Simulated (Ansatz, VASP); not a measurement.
KMgH3: VASP beside Ansatz

```xyz
5
Lattice="4.0250 0.0503 0.0000 0.0503 4.0250 0.0000 0.0000 0.0000 4.0250" Properties=species:S:1:pos:R:3 pbc="T T T"
K     0.0000    0.0000    0.0000
Mg    2.0377    2.0377    2.0125
H     0.0252    2.0125    2.0125
H     2.0125    0.0252    2.0125
H     2.0377    2.0377    0.0000
```

Change from the starting cell: strain +0.0250 x Voigt [0, 0, 0, 0, 0, 1], atoms carried along.

Alike in both runs: task single point; functional LDA; k mesh 8 × 8 × 8; occupations gaussian, width 0.05 eV; no spin polarisation.

|  | VASP | Ansatz |
| --- | --- | --- |
| version | VASP 6.6.1 | Ansatz 0.2.0 |
| potentials or method | VASP PAW LDA potentials, release 64 (K_sv, Mg, H), cutoff 520 eV | scalar-relativistic, plane waves, PAW |
| valence electrons in the cell | 14 | 22 |

|  | VASP | Ansatz | Ansatz less VASP |
| --- | --- | --- | --- |
| gap on the k mesh at the Fermi level (eV) | 2.05 | 2.05 | +0.003 |
| least direct gap on the mesh (eV) | 4.14 | 4.13 | -0.002 |
| pressure (GPa) | -3.2 | -2.9 | +0.26 |
| traceless stress, the component that is largest in VASP (GPa) | -0.91 | -0.89 | +0.013 |

LDA's correlation is that of Perdew and Zunger in VASP and of Perdew and Wang (1992) in Ansatz. VASP's potentials hold 14 valence electrons a cell and Ansatz's 22, so a difference there can come from the potentials and not from the codes.
